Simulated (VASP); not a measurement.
# SiC (F-43m) in VASP: further runs, part 2 of 2

VASP 6.6.1.

**4. G0W0 quasiparticle levels, LDA**

POSCAR reads:

```
SiC
1.0
    0.0000000000      2.1780523476      2.1780523476
    2.1780523476      0.0000000000      2.1780523476
    2.1780523476      2.1780523476      0.0000000000
Si C
1 1
Direct
    0.0000000000      0.0000000000      0.0000000000
    0.2500000000      0.2500000000      0.2500000000
```

INCAR.step1 reads:

```
  PREC = Accurate
  ENCUT = 500
  EDIFF = 1E-8
  ISMEAR = 0
  SIGMA = 0.01
  LREAL = F
  LASPH = T
  NELM = 60
  ALGO = Normal
  LWAVE = T
  LCHARG = F
```

INCAR.step2 reads:

```
  PREC = Accurate
  ENCUT = 500
  EDIFF = 1E-8
  ISMEAR = 0
  SIGMA = 0.01
  LREAL = F
  LASPH = T
  NELM = 1
  ALGO = Exact
  LWAVE = T
  LCHARG = F
  NBANDS = 124
  LOPTICS = T
  ISTART = 1
```

INCAR.step3 reads:

```
  PREC = Accurate
  ENCUT = 500
  EDIFF = 1E-8
  ISMEAR = 0
  SIGMA = 0.01
  LREAL = F
  LASPH = T
  ALGO = EVGW0
  LWAVE = F
  LCHARG = F
  NELMGW = 1
  NBANDS = 124
  ENCUTGW = 150.0
  NOMEGA = 48
  PRECFOCK = Fast
  ISTART = 1
  NBANDSGW = 12
```

KPOINTS reads:

```
regular mesh
0
Gamma
  4 4 4
```

Potentials or basis: VASP PAW LDA potentials, release 64 (Si_GW, C_GW).

Run with:

```bash
> cat potpaw_LDA.64/Si_GW/POTCAR potpaw_LDA.64/C_GW/POTCAR > POTCAR
> cp INCAR.step1 INCAR
> mpirun -np 1 vasp_std > vasp.out
> cp INCAR.step2 INCAR
> mpirun -np 1 vasp_std > vasp.out
> cp INCAR.step3 INCAR
> mpirun -np 1 vasp_std > vasp.out
```

OUTCAR:

```text
PREC = Accurate
   ENCUT = 500
   EDIFF = 1E-8
   ISMEAR = 0
   LREAL = F
   LASPH = T
   NELMGW = 1
   ENCUTGW = 150.0
   PRECFOCK = Fast
   ISTART = 1

 ion  position               nearest neighbor table
   1  0.000  0.000  0.000-   2 1.89   2 1.89   2 1.89   2 1.89
   2  0.250  0.250  0.250-   1 1.89   1 1.89   1 1.89   1 1.89

  LATTYP: Found a face centered cubic cell.
 ALAT       =     4.3561046952

  Lattice vectors:

 A1 = (   0.0000000000,   2.1780523476,   2.1780523476)
 A2 = (   2.1780523476,   0.0000000000,   2.1780523476)
 A3 = (   2.1780523476,   2.1780523476,   0.0000000000)

Analysis of symmetry for initial positions (statically):
=====================================================================
 Subroutine PRICEL returns:
 Original cell was already a primitive cell.

 Routine SETGRP: Setting up the symmetry group for a
 face centered cubic supercell.

 Subroutine GETGRP returns: Found 24 space group operations
 (whereof 24 operations were pure point group operations)
 out of a pool of 48 trial point group operations.

The static configuration has the point symmetry T_d .

Analysis of symmetry for dynamics (positions and initial velocities):
=====================================================================
 Subroutine PRICEL returns:
 Original cell was already a primitive cell.

 Routine SETGRP: Setting up the symmetry group for a
 face centered cubic supercell.

 Subroutine GETGRP returns: Found 24 space group operations
[... 103 lines left out ...]
   IALGO  =     38    algorithm
   IMIX   =      4    mixing-type and parameters
     AMIX     =   0.40;   BMIX     =  1.00
     AMIX_MAG =   1.60;   BMIX_MAG =  1.00
  volume/ion in A,a.u.               =      10.33        69.73
  Fermi-wavevector in a.u.,A,eV,Ry     =   1.193145  2.254717 19.369182  1.423595
  Thomas-Fermi vector in A             =   2.329166
   LORBIT       =      0    0 simple, 1 ext, 2 COOP (PROOUT), +10 PAW based schemes
   GGA     = CA    functional components
   LHFCALC =     T    Hartree Fock is set to
   PRECFOCK=fast      Normal, Fast or Accurate (Low or Medium for compatibility)
   ENCUT4O =  -1.0   cutoff for four orbital integrals eV
   NKREDX  =     1    reduce k-point grid by
   NKREDY  =     1    reduce k-point grid by
   NKREDZ  =     1    reduce k-point grid by
   AEXX    =    1.0000 exact exchange contribution
   HFSCREEN=    0.0000 screening length (either q_TF or 0.3 A-1)
   HFSCREENC=   0.0000 screening length for correlation (either q_TF or 0.3 A-1)
   ENCUTFOCK=  -1.0 apply spherical cutoff to Coloumb kernel
   IVDW    =     0    specifies the selected vdW correction
   LEPSILON=     F    determine dielectric tensor
   LRPA    =     F    only Hartree local field effects (RPA)
   LRPAFORCE           =     F    calculate RPA forces
   ENCUTGW             = 150.0    cutoff for response function in eV
   ENCUTGWSOFT         = 120.0    soft cutoff for Coulomb kernel in GW response function in eV
   ENCUTLF             =  -1.0    cutoff for local field effects
   NELMGW              =     1    number of iterations in solving QP/BSE equation
   NELMHF              =     1    number of iterations in the inner HF iteration
   NKREDLFX            =     1    NKREDLFY  =   1   NKREDLFZ  =   1
 non-spin polarized calculation
 Gauss-broadening in eV      SIGMA  =   0.01
  energy-cutoff  :      500.00
  volume of cell :       20.66
 maximum number of plane-waves:       544
 NGX is ok and might be reduce to    24
  NGX = 14; NGY = 14; NGZ = 14
   NGX = 11   NGY = 11   NGZ = 11
 maximum number of plane-waves:        92
 NGX is ok and might be reduce to    14

 QP shifts <psi_nk| G(iteration)W_0 |psi_nk>: iteration 1
 for sc-GW calculations column KS-energies equals QP-energies in previous step
 and V_xc(KS)=  KS-energies - (<T + V_ion + V_H > + <T+V_H+V_ion>^1  + <V_x>^1)

 k-point   1 :       0.0000    0.0000    0.0000
  band No.  KS-energies  QP-energies   sigma(KS)   V_xc(KS)     V^pw_x(r,r')   Z            occupation Imag(sigma)

      1      -7.5494      -8.6155     -14.2363     -12.7809     -21.5832       0.7325       2.0000       1.4179
      2       7.8085       7.3171     -15.6037     -14.9775     -17.5912       0.7846       2.0000       0.1014
      3       7.8085       7.3171     -15.6037     -14.9775     -17.5912       0.7846       2.0000       0.1014
      4       7.8085       7.3171     -15.6037     -14.9775     -17.5912       0.7846       2.0000       0.1014
      5      14.0987      14.6082     -12.6512     -13.3107      -7.2280       0.7726       0.0000      -0.1085
      6      14.9582      15.6941     -10.9481     -11.8823      -5.6809       0.7878       0.0000      -0.1030
      7      14.9582      15.6941     -10.9481     -11.8823      -5.6809       0.7878       0.0000      -0.1030
      8      14.9582      15.6941     -10.9481     -11.8823      -5.6809       0.7878       0.0000      -0.1030
      9      22.2181      22.9830     -10.7061     -11.6883      -4.4644       0.7788       0.0000      -0.2543
     10      22.2181      22.9830     -10.7061     -11.6883      -4.4644       0.7788       0.0000      -0.2543
     11      23.9308      24.4986      -9.5657     -10.2909      -2.8964       0.7830       0.0000      -0.4401
     12      24.8900      25.4038      -9.9768     -10.6354      -2.9502       0.7802       0.0000      -0.7227
[... 100 lines left out ...]
      1      -2.1733      -3.1791     -15.8330     -14.4566     -21.8684       0.7307       2.0000       0.6737
      2       0.7431      -0.0529     -14.0435     -12.9736     -18.0367       0.7439       2.0000       0.2778
      3       2.7523       1.9955     -13.8399     -12.8407     -17.0005       0.7574       2.0000       0.1604
      4       3.0527       2.3436     -13.4097     -12.4829     -16.2131       0.7651       2.0000       0.1350
      5      12.9156      13.5111     -11.7722     -12.5216      -7.0454       0.7947       0.0000      -0.0841
      6      17.1367      17.7913     -10.9924     -11.8409      -4.8900       0.7715       0.0000      -0.1821
      7      17.1415      18.1084     -12.4967     -13.7500      -6.6178       0.7715       0.0000      -0.1352
      8      17.3855      18.0422     -10.5908     -11.4196      -5.1659       0.7925       0.0000      -0.1287
      9      21.8154      22.7418     -12.1240     -13.3793      -4.6236       0.7380       0.0000      -0.4194
     10      25.0430      25.8362     -11.3658     -12.4110      -3.9337       0.7589       0.0000      -0.5930
     11      28.6813      29.7542     -12.2495     -13.6668      -4.5077       0.7570       0.0000      -0.7780
     12      32.0876      32.7539     -11.9743     -12.8469      -4.0358       0.7635       0.0000      -1.2009
```

It took 61 s on 1 thread of Intel Xeon 8259CL, shared host; peak memory 0.21 GiB.

Results:

```
Band gap on the k mesh, mean-field level : 1.25 eV, indirect (least direct gap 4.47 eV)
Quasiparticle gap                        : 2.11 eV
Least direct quasiparticle gap           : 5.55 eV
```

Caveat: the k points lie up to 0.62 Å⁻¹ apart; bands, screening cutoff and mesh are small and nothing is extrapolated, so the quasiparticle values aren't converged. A k mesh can miss the band edges.
